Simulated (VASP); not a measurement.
BN: single point with r2SCAN

Crystal: BN.

```
B N
1.0
     2.60136    0.00000    0.00000
    -1.30068    2.16557    0.00000
     0.00000    0.00000    6.52364
B N
2 2
Direct
  0.34088 0.68177 0.25000
  0.65912 0.31823 0.75000
  0.32366 0.64731 0.75000
  0.67634 0.35269 0.25000
```

This cell differs from its parent crystal: uniaxial x strain +4.0%.

```
Program                : VASP 6.6.1
Task                   : single point
Functional             : r2SCAN
Potentials or basis    : VASP PAW PBE potentials, release 64 (B, N)
Cutoff                 : 520 eV
k mesh                 : 12 × 12 × 4
Occupations            : gaussian, width 0.01 eV
Spin                   : no spin polarisation
Dipole correction      : no
Further INCAR settings : ALGO = Normal; EDIFF = 1e-06; NBANDS = 16
```

| Item | Value |
| --- | --- |
| Pressure | -12.6 GPa |
| Band gap on the k mesh | 4.62 eV, indirect (least direct gap 4.93 eV) |

Stress tensor (GPa, compression positive):
```
-32.63   0.00   0.00
  0.00  -6.23   0.00
  0.00   0.00   1.19
```

Levels at points of the mesh, in eV from the valence-band top:
```tsv
k point	band 4	band 5	band 6	band 7	band 8	band 9	band 10	band 11	band 12	band 13
(0.00, 0.00, 0.00)	-3.88	-1.69	-1.63	-1.35	-1.30	5.63	10.98	11.28	11.43	11.62
(0.50, 0.00, 0.00)	-9.12	-4.08	-4.00	-1.67	-0.56	4.62	6.09	9.90	10.35	13.00
(0.00, 0.50, 0.00)	-8.94	-4.73	-4.64	-1.38	-0.22	4.72	6.35	8.95	9.08	13.28
(0.00, 0.00, 0.50)	-5.23	-1.66	-1.66	-1.32	-1.32	8.12	8.12	11.52	11.52	11.82
(0.50, 0.00, 0.50)	-9.17	-4.04	-4.04	-1.07	-1.07	5.04	5.04	10.35	10.35	14.00
(0.00, 0.50, 0.50)	-9.00	-4.69	-4.69	-0.78	-0.78	5.26	5.26	9.15	9.15	14.11
```

Wall time 2.3 min on 1 thread of Intel(R) Xeon(R) Platinum 8559C (Emerald Rapids), on a shared host, peak memory 0.19 GiB.

Caveat: the cell differs from its parent crystal (uniaxial x strain +4.0%); the PAW data sets were made with another functional, which shifts forces and pressure a little. A k mesh can miss the band edges.
